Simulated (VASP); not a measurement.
A run of VASP 6.6.1:

The input INCAR:

```
SYSTEM = InP
PREC = Accurate
ENCUT = 500
EDIFF = 1E-6
ISMEAR = 0
SIGMA = 0.01
LREAL = .FALSE.
LASPH = .TRUE.
NELM = 120
ALGO = Normal
ISIF = 2
LWAVE = .FALSE.
LCHARG = .FALSE.
GGA = PS
NBANDS = 16
GGA_COMPAT = .FALSE.
```

File KPOINTS:

```
regular mesh
0
G
  4 4 4
  0 0 0
```

POSCAR

```
InP
1.0
    0.0000000000      2.9097962392      2.9097962392
    2.9097962392      0.0000000000      2.9097962392
    2.9097962392      2.9097962392      0.0000000000
In P
1 1
Direct
    0.0000000000      0.0000000000      0.0000000000
    0.2500000000      0.2500000000      0.2500000000
```

Potentials or basis: VASP PAW PBE potentials, release 64 (In_d, P).

The run is started by

```bash
$ cat potpaw_PBE.64/In_d/POTCAR potpaw_PBE.64/P/POTCAR > POTCAR
$ mpirun -np 1 vasp_std > vasp.out
```

Hardware: 1 thread of Intel(R) Xeon(R) 6975P-C (Granite Rapids), on a shared host.

**Question.** How long does it take, and how much memory?

**Answer.** It took 3.8 s on 1 thread of Intel(R) Xeon(R) 6975P-C (Granite Rapids), on a shared host, peak memory 0.16 GiB. Counts: scf iterations 12, k points 8.
